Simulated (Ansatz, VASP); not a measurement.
**La in VASP and in Ansatz**

File INCAR:

```
ALGO     = Fast           # electronic algorithm
EDIFF    = 1E-6           # SCF threshold, eV
ENCUT    = 520            # plane-wave cutoff, eV
GGA      = PS             # functional
ISIF     = 2              # what is computed and relaxed
ISMEAR   = 0              # smearing method
LASPH    = T              # aspherical terms in the spheres
LCHARG   = F              # write CHGCAR
LREAL    = F              # projectors in reciprocal space
LWAVE    = F              # write WAVECAR
NBANDS   = 30             # bands
NELM     = 80             # most SCF steps
PREC     = Accurate       # precision mode
SIGMA    = 0.15           # smearing width, eV
```

File KPOINTS:

```
k-points
0
Gamma
  12 12 4
```

The input POSCAR:

```
La
1.0
    3.5514000000      0.0000000000      0.0000000000
   -1.7757000000      3.0756026190      0.0000000000
    0.0000000000      0.0000000000     12.5540000000
La
4
Direct
    0.0000000000      0.0000000000      0.0000000000
    0.0000000000      0.0000000000      0.5000000000
    0.3333333333      0.6666666667      0.2500000000
    0.6666666667      0.3333333333      0.7500000000
```

Input for Ansatz:

```yaml
crystal:
  lattice:
    - [3.5514, 0.0, 0.0]
    - [-1.7757, 3.075602619, 0.0]
    - [0.0, 0.0, 12.554]
  atoms:
    - { symbol: La, position: [0.0, 0.0, 0.0] }
    - { symbol: La, position: [0.0, 0.0, 0.5] }
    - { symbol: La, position: [0.3333333333, 0.6666666667, 0.25] }
    - { symbol: La, position: [0.6666666667, 0.3333333333, 0.75] }
basis:
  ecutwfc: 420
kpoints:
  mp_grid: { grid: [12, 12, 4] }
hamiltonian:
  xc: pbesol
scf:
  occupations: { method: gaussian, width: 0.15 }
output:
  forces: true
  stress: true
  eigenvalues: true
```

Alike in both runs: task single point; functional PBEsol; k mesh 12 × 12 × 4; occupations gaussian, width 0.15 eV; no spin polarisation.

|  | VASP | Ansatz |
| --- | --- | --- |
| version | VASP 6.6.1 | Ansatz 0.2.0 |
| potentials or method | VASP PAW PBE potentials, release 64 (La), cutoff 520 eV | scalar-relativistic, plane waves, PAW |
| valence electrons in the cell | 44 | 44 |

Ansatz gave:

| Property | Result |
| --- | --- |
| gap on the k mesh at the Fermi level (eV) | none |
| pressure (GPa) | 0.0 |
| traceless stress, the component that is largest in VASP (GPa) | -3.04 |

Question: What did VASP give for the same quantities?

Answer: gap on the k mesh at the Fermi level (eV): none; pressure (GPa): 0.1; traceless stress, the component that is largest in VASP (GPa): -3.05.

VASP's potentials were made for PBE, not for PBEsol. A gap of «none» marks a metal or a gap that the smearing closes.

Spin-orbit coupling is off throughout.
